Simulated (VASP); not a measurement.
# HfO2 (Fm-3m) in VASP: single point with PBE

Aim: the single point of HfO2 with PBE.

Everything below comes from runs of VASP 6.6.1. Logs are shortened: lines on timing, memory, paths and dates and some standing lists are left out, and cuts for length are marked.

### 1 The cell of the first run

It takes space group Fm-3m (No. 225, cubic). Conventional cell: a = 5.115 Å, b = 5.115 Å, c = 5.115 Å, α = 90.00°, β = 90.00°, γ = 90.00°. Within 2.9 Å of Hf (site symmetry m-3m) lie 8 O at 2.21 Å. Within 2.9 Å of O (site symmetry -43m) lie 4 Hf at 2.21 Å and 6 O at 2.56 Å.

### 2 Single point, PBE

The input, INCAR:

```
  PREC = Accurate
  ENCUT = 600
  EDIFF = 1E-6
  ISMEAR = 0
  SIGMA = 0.01
  LREAL = False
  LASPH = True
  NELM = 120
  ALGO = Normal
  ISIF = 2
  LWAVE = False
  LCHARG = False
  GGA = PE
  NBANDS = 18
  GGA_COMPAT = False
```

The input, KPOINTS:

```
regular mesh
0
Gamma
  3 3 3
```

The input, POSCAR:

```
HfO2
1.0
    0.0000000000      2.5575000000      2.5575000000
    2.5575000000      0.0000000000      2.5575000000
    2.5575000000      2.5575000000      0.0000000000
Hf O
1 2
Direct
    0.0000000000      0.0000000000      0.0000000000
    0.2500000000      0.2500000000      0.2500000000
    0.7500000000      0.7500000000      0.7500000000
```

Potentials or basis: VASP PAW PBE potentials, release 64 (Hf_pv, O).

The run is started by

```
cat potpaw_PBE.64/Hf_pv/POTCAR potpaw_PBE.64/O/POTCAR > POTCAR
mpirun -np 1 vasp_std > vasp.out
```

OUTCAR:

```text
PREC = Accurate
   ENCUT = 600
   EDIFF = 1E-6
   ISMEAR = 0
   LREAL = False
   LASPH = True
   NELM = 120
   ISIF = 2
   GGA = PE

 ion  position               nearest neighbor table
   1  0.000  0.000  0.000-   3 2.21   3 2.21   3 2.21   2 2.21   3 2.21   2 2.21   2 2.21   2 2.21

   2  0.250  0.250  0.250-   1 2.21   1 2.21   1 2.21   1 2.21
   3  0.750  0.750  0.750-   1 2.21   1 2.21   1 2.21   1 2.21

  LATTYP: Found a face centered cubic cell.
 ALAT       =     5.1150000000

  Lattice vectors:

 A1 = (   0.0000000000,   2.5575000000,   2.5575000000)
 A2 = (   2.5575000000,   0.0000000000,   2.5575000000)
 A3 = (   2.5575000000,   2.5575000000,   0.0000000000)

Analysis of symmetry for initial positions (statically):
=====================================================================
 Subroutine PRICEL returns:
 Original cell was already a primitive cell.

 Routine SETGRP: Setting up the symmetry group for a
 face centered cubic supercell.

 Subroutine GETGRP returns: Found 48 space group operations
 (whereof 48 operations were pure point group operations)
 out of a pool of 48 trial point group operations.

The static configuration has the point symmetry O_h .

Analysis of symmetry for dynamics (positions and initial velocities):
=====================================================================
 Subroutine PRICEL returns:
 Original cell was already a primitive cell.

 Routine SETGRP: Setting up the symmetry group for a
 face centered cubic supercell.

 Subroutine GETGRP returns: Found 48 space group operations
 (whereof 48 operations were pure point group operations)
 out of a pool of 48 trial point group operations.

The dynamic configuration has the point symmetry O_h .

 Subroutine INISYM returns: Found 48 space group operations
 (whereof 48 operations are pure point group operations),
 and found     1 'primitive' translations

----------------------------------------------------------------------------------------

                                     Primitive cell

  volume of cell :      33.4562

  direct lattice vectors                    reciprocal lattice vectors
     0.000000000  2.557500000  2.557500000    -0.195503421  0.195503421  0.195503421
     2.557500000  0.000000000  2.557500000     0.195503421 -0.195503421  0.195503421
     2.557500000  2.557500000  0.000000000     0.195503421  0.195503421 -0.195503421

  length of vectors
     3.616851186  3.616851186  3.616851186     0.338621859  0.338621859  0.338621859

  position of ions in fractional coordinates (direct lattice)
     0.000000000  0.000000000  0.000000000
     0.250000000  0.250000000  0.250000000
     0.750000000  0.750000000  0.750000000

  ion indices of the primitive-cell ions
   primitive index   ion index
                 1           1
                 2           2
                 3           3

----------------------------------------------------------------------------------------

 KPOINTS: regular mesh

Automatic generation of k-mesh.
 Grid dimensions read from file:
 generate k-points for:    3    3    3

 Generating k-lattice:

  Cartesian coordinates                     Fractional coordinates (reciprocal lattice)
    -0.065167807  0.065167807  0.065167807     0.333333333  0.000000000  0.000000000
     0.065167807 -0.065167807  0.065167807     0.000000000  0.333333333  0.000000000
     0.065167807  0.065167807 -0.065167807     0.000000000  0.000000000  0.333333333

  Length of vectors
     0.112873953  0.112873953  0.112873953

  Shift w.r.t. Gamma in fractional coordinates (k-lattice)
     0.000000000  0.000000000  0.000000000

 Subroutine IBZKPT returns following result:
 ===========================================

 Found      4 irreducible k-points:

 Following reciprocal coordinates:
            Coordinates               Weight
  0.000000  0.000000  0.000000      1.000000
  0.333333  0.000000  0.000000      8.000000
  0.333333  0.333333  0.000000      6.000000
 -0.333333  0.333333  0.000000     12.000000
   k-points           NKPTS =      4   k-points in BZ     NKDIM =      4   number of bands    NBANDS=     18
   number of dos      NEDOS =    301   number of ions     NIONS =      3
   total plane-waves  NPLWV =  27000
   dimension x,y,z NGX =    30 NGY =   30 NGZ =   30
   dimension x,y,z NGXF=    60 NGYF=   60 NGZF=   60
   ions per type =               1   2
   NGX,Y,Z   is equivalent  to a cutoff of  13.79, 13.79, 13.79 a.u.
   NGXF,Y,Z  is equivalent  to a cutoff of  27.58, 27.58, 27.58 a.u.
 SYSTEM =  unknown system
   PREC   = accura    normal or accurate (medium, high low for compatibility)
   ISTART =      0    job   : 0-new  1-cont  2-samecut
   ICHARG =      2    charge: 1-file 2-atom 10-const
   ISPIN  =      1    spin polarized calculation?
   LNONCOLLINEAR =      F non collinear calculations
   LSORBIT =      F    spin-orbit coupling
   LASPH  =      T    aspherical Exc in radial PAW
   ENCUT  =  600.0 eV  44.10 Ry    6.64 a.u.   7.22  7.22  7.22*2*pi/ulx,y,z
   NELM   =    120;   NELMIN=  2; NELMDL= -5     # of ELM steps
   EDIFF  = 0.1E-05   stopping-criterion for ELM
   LREAL  =      F    real-space projection
   EDIFFG = 0.1E-04   stopping-criterion for IOM
   NSW    =      0    number of steps for IOM
   IBRION =     -1    ionic relax: 0-MD 1-quasi-New 2-CG
   NFREE  =      0    steps in history (QN), initial steepest desc. (CG)
   ISIF   =      2    stress and relaxation
   ISYM   =      2    0-nonsym 1-usesym 2-fastsym
   POTIM  = 0.5000    time-step for ionic-motion
   TEBEG  =    0.0;   TEEND  =   0.0 temperature during run
   PSTRESS=    0.0 pullay stress
   NELECT =      22.0000    total number of electrons
   NUPDOWN=      -1.0000    fix difference up-down
   EMIN   =  10.00;   EMAX   =-10.00  energy-range for DOS
   EFERMI =   0.00;   METHOD = LEGACY
   ISMEAR =     0;   SIGMA  =   0.01  broadening in eV -4-tet -1-fermi 0-gaus
   EFERMI_NEDOS =   21; number of points for ismear=-14 and -15
   IALGO  =     38    algorithm
   IMIX   =      4    mixing-type and parameters
     AMIX     =   0.40;   BMIX     =  1.00
     AMIX_MAG =   1.60;   BMIX_MAG =  1.00
  volume/ion in A,a.u.               =      11.15        75.26
  Fermi-wavevector in a.u.,A,eV,Ry     =   1.423607  2.690227 27.574337  2.026657
  Thomas-Fermi vector in A             =   2.544186
   LORBIT       =      0    0 simple, 1 ext, 2 COOP (PROOUT), +10 PAW based schemes
   GGA     = PE    functional components
   LHFCALC =     F    Hartree Fock is set to
   AEXX    =    0.0000 exact exchange contribution
   IVDW    =     0    specifies the selected vdW correction
   LEPSILON=     F    determine dielectric tensor
   LRPA    =     F    only Hartree local field effects (RPA)
 non-spin polarized calculation
 Gauss-broadening in eV      SIGMA  =   0.01
  energy-cutoff  :      600.00
  volume of cell :       33.46
 maximum number of plane-waves:      1139
 NGX is ok and might be reduce to    30
   NGX = 15   NGY = 15   NGZ = 15

 number of electron      21.9999993 magnetization

 Free energy of the ion-electron system (eV)
  ---------------------------------------------------
  ext. energy  EPLUGINS =         0.00000000
  ---------------------------------------------------
  free energy    TOTEN  =       -30.22980549 eV

  energy without entropy =      -30.22980549  energy(sigma->0) =      -30.22980549

 E-fermi :   3.5503     XC(G=0): -11.6939

 val. band max:        3.4630631363   @ k =   0.0000   0.0000   0.0000
 cond. band min:       7.8698657839   @ k =   0.0000   0.0000   0.0000
 fundamental gap:      4.4068026476
 Fermi energy:         3.5503464805

 k-point     1 :       0.0000    0.0000    0.0000
  band No.  band energies     occupation
      1     -25.7559      2.00000
      2     -25.7559      2.00000
      3     -25.7559      2.00000
      4     -14.5104      2.00000
      5     -11.6088      2.00000
      6      -1.1253      2.00000
[... 10 lines left out ...]
     17      14.1461      0.00000
     18      17.3909      0.00000

 k-point     2 :       0.3333    0.0000    0.0000
  band No.  band energies     occupation
      1     -26.0460      2.00000
      2     -25.7892      2.00000
      3     -25.7892      2.00000
      4     -13.5455      2.00000
      5     -12.2611      2.00000
      6      -0.3610      2.00000
[... 10 lines left out ...]
     17      13.4024      0.00000
     18      15.9385      0.00000

 k-point     3 :       0.3333    0.3333    0.0000
  band No.  band energies     occupation
      1     -26.0646      2.00000
      2     -25.8379      2.00000
      3     -25.8379      2.00000
      4     -13.0596      2.00000
      5     -12.5608      2.00000
      6      -1.1209      2.00000
[... 10 lines left out ...]
     17      13.4582      0.00000
     18      17.3368      0.00000

 k-point     4 :      -0.3333    0.3333    0.0000
  band No.  band energies     occupation
      1     -26.0260      2.00000
      2     -26.0009      2.00000
      3     -25.8302      2.00000
      4     -12.8254      2.00000
      5     -12.5671      2.00000
      6      -1.2174      2.00000
[... 10 lines left out ...]
     17      15.8706      0.00000
     18      17.1503      0.00000

------------------------ aborting loop because EDIFF is reached ----------------------------------------

  FORCE on cell =-STRESS in cart. coord.  units (eV):
  Direction    XX          YY          ZZ          XY          YZ          ZX
  --------------------------------------------------------------------------------------
  -------------------------------------------------------------------------------------
  Total       -1.3050219     -1.3050219     -1.3050219      0.0000000      0.0000000     -0.0000000
  in kB      -62.4958904    -62.4958904    -62.4958904      0.0000000      0.0000000     -0.0000000
  external PRESSURE =     -62.4958904 kB  Pullay stress =       0.0000000 kB

 VOLUME and BASIS-vectors are now :
 -----------------------------------------------------------------------------
  energy-cutoff  :      600.00
  volume of cell :       33.46
      direct lattice vectors                 reciprocal lattice vectors
     0.000000000  2.557500000  2.557500000    -0.195503421  0.195503421  0.195503421
     2.557500000  0.000000000  2.557500000     0.195503421 -0.195503421  0.195503421
     2.557500000  2.557500000  0.000000000     0.195503421  0.195503421 -0.195503421

 POSITION                                       TOTAL-FORCE (eV/Angst)
 -----------------------------------------------------------------------------------
      0.00000      0.00000      0.00000        -0.000000      0.000000     -0.000000
      1.27875      1.27875      1.27875        -0.000000     -0.000000     -0.000000
      3.83625      3.83625      3.83625         0.000000      0.000000      0.000000
 -----------------------------------------------------------------------------------
    total drift:                                0.000000     -0.000000      0.000000

  FREE ENERGIE OF THE ION-ELECTRON SYSTEM (eV)
  ---------------------------------------------------
  free  energy   TOTEN  =       -30.2298054923 eV

  energy  without entropy=      -30.2298054923  energy(sigma->0) =      -30.22980549
```

Run time: 14 s. Hardware: 1 thread of Intel Xeon 8259CL, shared host; peak memory 0.16 GiB.

What came out:

```yaml
Free_energy: -30.2298 eV
Pressure: -6.2 GPa
Band_gap_on_the_k_mesh: 4.41 eV, direct
```

Levels at points of the mesh, in eV from the valence-band top:
```
           k point  band 9  band 10  band 11  band 12  band 13  band 14
(0.00, 0.00, 0.00)    0.00     0.00     0.00     4.41     4.41     6.22
```

Caveat: the k points lie up to 0.71 Å⁻¹ apart; spin-orbit coupling is left out, which moves the levels of the heavy elements.
